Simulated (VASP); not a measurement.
# CaO (Fm-3m) in VASP: notebook, part 2 of 2

VASP 6.6.1. Earlier steps stand in the parts before.

### Step 4. G0W0 quasiparticle levels, PBE

POSCAR reads:

```
CaO
1.0
    0.0000000000      2.3975473891      2.3975473891
    2.3975473891      0.0000000000      2.3975473891
    2.3975473891      2.3975473891      0.0000000000
Ca O
1 1
Direct
    0.0000000000      0.0000000000      0.0000000000
    0.5000000000      0.5000000000      0.5000000000
```

INCAR.step1 reads:

```
ALGO = Normal
EDIFF = 1E-8
ENCUT = 500
GGA = PE
ISMEAR = 0
LASPH = True
LCHARG = False
LREAL = False
LWAVE = True
NELM = 60
PREC = Accurate
SIGMA = 0.01
```

INCAR.step2 reads:

```
ALGO = Exact
EDIFF = 1E-8
ENCUT = 500
GGA = PE
ISMEAR = 0
ISTART = 1
LASPH = True
LCHARG = False
LOPTICS = True
LREAL = False
LWAVE = True
NBANDS = 52
NELM = 1
PREC = Accurate
SIGMA = 0.01
```

INCAR.step3 reads:

```
ALGO = EVGW0
EDIFF = 1E-8
ENCUT = 500
ENCUTGW = 80.0
GGA = PE
ISMEAR = 0
ISTART = 1
LASPH = True
LCHARG = False
LREAL = False
LWAVE = False
NBANDS = 52
NBANDSGW = 16
NELMGW = 1
NOMEGA = 96
OMEGAMAX = 30
PREC = Accurate
PRECFOCK = Fast
SIGMA = 0.01
```

KPOINTS reads:

```
k-points
0
Gamma
  8 8 8
```

Potentials or basis: VASP PAW PBE potentials, release 64 (Ca_sv_GW, O_GW).

Launch:

```bash
cat potpaw_PBE.64/Ca_sv_GW/POTCAR potpaw_PBE.64/O_GW/POTCAR > POTCAR
cp INCAR.step1 INCAR
mpirun -np 1 vasp_std > vasp.out
cp INCAR.step2 INCAR
mpirun -np 1 vasp_std > vasp.out
cp INCAR.step3 INCAR
mpirun -np 1 vasp_std > vasp.out
```

OUTCAR:

```text
EDIFF = 1E-8
   ENCUT = 500
   ENCUTGW = 80.0
   GGA = PE
   ISMEAR = 0
   ISTART = 1
   LASPH = True
   LREAL = False
   NELMGW = 1
   PREC = Accurate
   PRECFOCK = Fast

 ion  position               nearest neighbor table
   1  0.000  0.000  0.000-   2 2.40   2 2.40   2 2.40   2 2.40   2 2.40   2 2.40
   2  0.500  0.500  0.500-   1 2.40   1 2.40   1 2.40   1 2.40   1 2.40   1 2.40

  LATTYP: Found a face centered cubic cell.
 ALAT       =     4.7950947782

  Lattice vectors:

 A1 = (   0.0000000000,   2.3975473891,   2.3975473891)
 A2 = (   2.3975473891,   0.0000000000,   2.3975473891)
 A3 = (   2.3975473891,   2.3975473891,   0.0000000000)

Analysis of symmetry for initial positions (statically):
=====================================================================
 Subroutine PRICEL returns:
 Original cell was already a primitive cell.

 Routine SETGRP: Setting up the symmetry group for a
 face centered cubic supercell.

 Subroutine GETGRP returns: Found 48 space group operations
 (whereof 48 operations were pure point group operations)
 out of a pool of 48 trial point group operations.

The static configuration has the point symmetry O_h .

Analysis of symmetry for dynamics (positions and initial velocities):
=====================================================================
 Subroutine PRICEL returns:
 Original cell was already a primitive cell.

 Routine SETGRP: Setting up the symmetry group for a
 face centered cubic supercell.

 Subroutine GETGRP returns: Found 48 space group operations
 (whereof 48 operations were pure point group operations)
 out of a pool of 48 trial point group operations.

The dynamic configuration has the point symmetry O_h .
[... 94 lines left out ...]
   LNONCOLLINEAR =      F non collinear calculations
   LSORBIT =      F    spin-orbit coupling
   LASPH  =      T    aspherical Exc in radial PAW
   ENCUT  =  500.0 eV  36.75 Ry    6.06 a.u.   6.18  6.18  6.18*2*pi/ulx,y,z
   NELM   =     60;   NELMIN=  2; NELMDL=  0     # of ELM steps
   EDIFF  = 0.1E-07   stopping-criterion for ELM
   LREAL  =      F    real-space projection
   EDIFFG = 0.1E-06   stopping-criterion for IOM
   NSW    =      0    number of steps for IOM
   IBRION =     -1    ionic relax: 0-MD 1-quasi-New 2-CG
   NFREE  =      0    steps in history (QN), initial steepest desc. (CG)
   ISIF   =      0    stress and relaxation
   ISYM   =      3    0-nonsym 1-usesym 2-fastsym
   POTIM  = 0.5000    time-step for ionic-motion
   TEBEG  =    0.0;   TEEND  =   0.0 temperature during run
   PSTRESS=    0.0 pullay stress
   NELECT =      16.0000    total number of electrons
   NUPDOWN=      -1.0000    fix difference up-down
   EMIN   =  10.00;   EMAX   =-10.00  energy-range for DOS
   EFERMI =   0.00;   METHOD = LEGACY
   ISMEAR =     0;   SIGMA  =   0.01  broadening in eV -4-tet -1-fermi 0-gaus
   EFERMI_NEDOS =   21; number of points for ismear=-14 and -15
   IALGO  =     38    algorithm
   IMIX   =      4    mixing-type and parameters
     AMIX     =   0.40;   BMIX     =  1.00
     AMIX_MAG =   1.60;   BMIX_MAG =  1.00
  volume/ion in A,a.u.               =      13.78        93.00
  Fermi-wavevector in a.u.,A,eV,Ry     =   1.365644  2.580694 25.374656  1.864985
  Thomas-Fermi vector in A             =   2.491855
   LORBIT       =      0    0 simple, 1 ext, 2 COOP (PROOUT), +10 PAW based schemes
   GGA     = PE    functional components
   LHFCALC =     T    Hartree Fock is set to
   PRECFOCK=fast      Normal, Fast or Accurate (Low or Medium for compatibility)
   ENCUT4O =  -1.0   cutoff for four orbital integrals eV
   NKREDX  =     1    reduce k-point grid by
   NKREDY  =     1    reduce k-point grid by
   NKREDZ  =     1    reduce k-point grid by
   AEXX    =    1.0000 exact exchange contribution
   HFSCREEN=    0.0000 screening length (either q_TF or 0.3 A-1)
   HFSCREENC=   0.0000 screening length for correlation (either q_TF or 0.3 A-1)
   ENCUTFOCK=  -1.0 apply spherical cutoff to Coloumb kernel
   IVDW    =     0    specifies the selected vdW correction
   LEPSILON=     F    determine dielectric tensor
   LRPA    =     F    only Hartree local field effects (RPA)
   LRPAFORCE           =     F    calculate RPA forces
   ENCUTGW             =  80.0    cutoff for response function in eV
   ENCUTGWSOFT         =  64.0    soft cutoff for Coulomb kernel in GW response function in eV
   ENCUTLF             =  -1.0    cutoff for local field effects
   NELMGW              =     1    number of iterations in solving QP/BSE equation
   NELMHF              =     1    number of iterations in the inner HF iteration
   NKREDLFX            =     1    NKREDLFY  =   1   NKREDLFZ  =   1
 non-spin polarized calculation
 Gauss-broadening in eV      SIGMA  =   0.01
  energy-cutoff  :      500.00
  volume of cell :       27.56
 maximum number of plane-waves:       725
 NGX is ok and might be reduce to    28
  NGX = 16; NGY = 16; NGZ = 16
   NGX = 13   NGY = 13   NGZ = 13
 maximum number of plane-waves:        59
 NGX is ok and might be reduce to    14

 QP shifts <psi_nk| G(iteration)W_0 |psi_nk>: iteration 1
 for sc-GW calculations column KS-energies equals QP-energies in previous step
 and V_xc(KS)=  KS-energies - (<T + V_ion + V_H > + <T+V_H+V_ion>^1  + <V_x>^1)

 k-point   1 :       0.0000    0.0000    0.0000
  band No.  KS-energies  QP-energies   sigma(KS)   V_xc(KS)     V^pw_x(r,r')   Z            occupation Imag(sigma)

      1     -32.9286     -35.0882     -23.9966     -20.6284     -34.4111       0.6412       2.0000       0.6394
      2     -13.6890     -15.8757     -23.0190     -20.1615     -28.1103       0.7653       2.0000       0.2081
      3     -13.6890     -15.8757     -23.0190     -20.1615     -28.1103       0.7653       2.0000       0.2081
      4     -13.6890     -15.8757     -23.0190     -20.1615     -28.1103       0.7653       2.0000       0.2081
      5     -10.8627     -12.6509     -21.9624     -19.2166     -30.6900       0.6512       2.0000       0.7169
      6       4.6728       4.0245     -20.0277     -19.1695     -24.4376       0.7554       2.0000       0.1023
[... 456 lines left out ...]
      3     -13.9322     -16.1192     -22.7449     -19.8536     -27.8764       0.7564       2.0000       0.2302
      4     -13.8164     -15.9844     -22.8699     -20.0047     -27.9906       0.7567       2.0000       0.2036
      5      -9.9356     -11.7918     -23.1141     -20.3506     -31.0111       0.6717       2.0000       0.5877
      6       2.6205       1.6126     -17.4761     -16.1183     -21.7750       0.7423       2.0000       0.1364
[... 8 lines left out ...]
     15      18.6489      20.3733     -12.0056     -14.2410      -6.7303       0.7714       0.0000      -0.3641
     16      20.5207      21.9663     -10.2061     -12.0131      -5.0180       0.8000       0.0000      -0.4755

 [... further k-points ...]
```

OUTCAR.step1:

```text
EDIFF = 1E-8
   ENCUT = 500
   GGA = PE
   ISMEAR = 0
   LASPH = True
[... 581 lines left out ...]
 -----------------------------------------------------------------------------------
      0.00000      0.00000      0.00000        -0.000000     -0.000000     -0.000000
      2.39755      2.39755      2.39755         0.000000      0.000000      0.000000
 -----------------------------------------------------------------------------------
    total drift:                                0.000000      0.000000      0.000000

  FREE ENERGIE OF THE ION-ELECTRON SYSTEM (eV)
  ---------------------------------------------------
  free  energy   TOTEN  =       -17.7804692060 eV

  energy  without entropy=      -17.7804692060  energy(sigma->0) =      -17.78046921
```

It took 9.2 min on 1 thread of Intel Xeon 6975P-C (Granite Rapids), shared host; peak memory 0.73 GiB.

What came out:

```
Quasiparticle gap                                   : 5.71 eV
Least direct quasiparticle gap                      : 6.11 eV
Band gap of the starting levels on the mesh         : 3.66 eV
Least direct gap of the starting levels on the mesh : 4.03 eV
```

Caveat: bands, screening cutoff and mesh are small and nothing is extrapolated, so the quasiparticle values aren't converged.
